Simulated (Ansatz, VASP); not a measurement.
**One calculation of SrTiO3, two programs**

Contents of POSCAR:

```
SrTiO3
1.0
    3.7859375481      0.0000000000      0.0000000000
    0.0000000000      3.7859375481      0.0000000000
    0.0000000000      0.0000000000      3.7859375481
Sr Ti O
1 1 3
Direct
    0.5000000000      0.5000000000      0.5000000000
    0.0000000000      0.0000000000      0.0000000000
    0.5000000000      0.0000000000      0.0000000000
    0.0000000000      0.5000000000      0.0000000000
    0.0000000000      0.0000000000      0.5000000000
```

INCAR.step1

```
PREC = Accurate ; ENCUT = 520
ISMEAR = 0 ; SIGMA = 0.02
LREAL = False ; LASPH = True
NELM = 80 ; NBANDS = 28
GGA = PE ; ALGO = Normal
EDIFF = 1E-4 ; LWAVE = True
LCHARG = False
```

The input INCAR.step2:

```
PREC = Accurate ; ENCUT = 520
EDIFF = 1E-7 ; ISMEAR = 0
SIGMA = 0.02 ; LREAL = False
LASPH = True ; NELM = 80
ALGO = Normal ; ISIF = 2
LWAVE = False ; LCHARG = False
METAGGA = R2SCAN ; LMIXTAU = True
NBANDS = 28 ; ISTART = 1
```

The input KPOINTS:

```
regular mesh
0
Gamma
  8 8 8
```

Input for Ansatz:

```yaml
crystal:
  lattice:
    - [3.7859375481, 0.0, 0.0]
    - [0.0, 3.7859375481, 0.0]
    - [0.0, 0.0, 3.7859375481]
  atoms:
    - { symbol: Sr, position: [0.5, 0.5, 0.5] }
    - { symbol: Ti, position: [0.0, 0.0, 0.0] }
    - { symbol: O, position: [0.5, 0.0, 0.0] }
    - { symbol: O, position: [0.0, 0.5, 0.0] }
    - { symbol: O, position: [0.0, 0.0, 0.5] }
basis:
  ecutwfc: 500
kpoints:
  mp_grid: { grid: [8, 8, 8] }
hamiltonian:
  xc: r2scan
scf:
  occupations: { method: gaussian, width: 0.02 }
output:
  forces: true
  stress: true
  eigenvalues: true
```

Alike in both runs: task single point; functional r2SCAN; k mesh 8 × 8 × 8; occupations gaussian, width 0.02 eV; no spin polarisation.

|  | VASP | Ansatz |
| --- | --- | --- |
| version | VASP 6.6.1 | Ansatz 0.2.0 |
| potentials or method | VASP PAW PBE potentials, release 64 (Sr_sv, Ti_sv, O), cutoff 520 eV | scalar-relativistic, plane waves, PAW |
| valence electrons in the cell | 40 | 40 |

VASP gave:

```
gap on the k mesh at the Fermi level (eV) : 2.47
least direct gap on the mesh (eV)         : 2.79
pressure (GPa)                            : 23.2
```

Question: What did Ansatz give for the same quantities?

Answer: gap on the k mesh at the Fermi level (eV): 2.47; least direct gap on the mesh (eV): 2.76; pressure (GPa): 21.9.

VASP's potentials were made for PBE, not for r2SCAN.
